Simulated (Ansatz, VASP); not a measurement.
**GaSb: VASP beside Ansatz**

INCAR

```
SYSTEM = GaSb
PREC = Accurate ; ENCUT = 520
EDIFF = 1E-8 ; ISMEAR = -1
SIGMA = 0.08 ; LREAL = .False.
LASPH = .True. ; NELM = 80
ALGO = Normal ; ISIF = 2
LWAVE = .False. ; LCHARG = .False.
GGA = PE ; LEFG = .True.
NBANDS = 16
```

KPOINTS

```
regular mesh
0
Gamma
  12 12 12
  0 0 0
```

File POSCAR:

```
GaSb
1.0
    0.0000000000      3.0992546163      3.0992546163
    3.0992546163      0.0000000000      3.0992546163
    3.0992546163      3.0992546163      0.0000000000
Ga Sb
1 1
Direct
    0.0000000000      0.0000000000      0.0000000000
    0.7500000000      0.7500000000      0.7500000000
```

Input for Ansatz:

```yaml
crystal:
  lattice:
    - [0.0, 3.0992546163, 3.0992546163]
    - [3.0992546163, 0.0, 3.0992546163]
    - [3.0992546163, 3.0992546163, 0.0]
  atoms:
    - { symbol: Ga, position: [0.0, 0.0, 0.0] }
    - { symbol: Sb, position: [0.75, 0.75, 0.75] }
kpoints:
  mp_grid: { grid: [12, 12, 12] }
scf:
  occupations: { method: fermi_dirac, width: 0.08 }
hamiltonian:
  xc: pbe
  pseudopotentials: { kind: paw }
output:
  forces: true
  stress: true
  eigenvalues: true
  efg: { contact_densities: true }
  write_density: true
  write_potential: true
  elf: true
  volumetric_format: npy
```

Change from the starting cell: volume scaled by 1.04, PAW files.

Alike in both runs: task electric field gradients; functional PBE; k mesh 12 × 12 × 12; occupations fermi-dirac, width 0.08 eV; no spin polarisation.

|  | VASP | Ansatz |
| --- | --- | --- |
| version | VASP 6.6.1 | Ansatz 0.2.0 |
| potentials or method | VASP PAW PBE potentials, release 64 (Ga_d, Sb) | PAW with Ansatz's default frozen-core files, scalar-relativistic |
| plane-wave cutoff (eV) | 520 | 420 |
| valence electrons in the cell | 18 | 28 |

Ansatz gave:

```
pressure (GPa) : 0.3
```

Task: Which values does VASP return?

Result: Pressure (GPa): 0.4.

VASP's potentials hold 18 valence electrons a cell and Ansatz's 28, so a difference there can come from the potentials and not from the codes.

Neither program's run includes spin-orbit coupling.
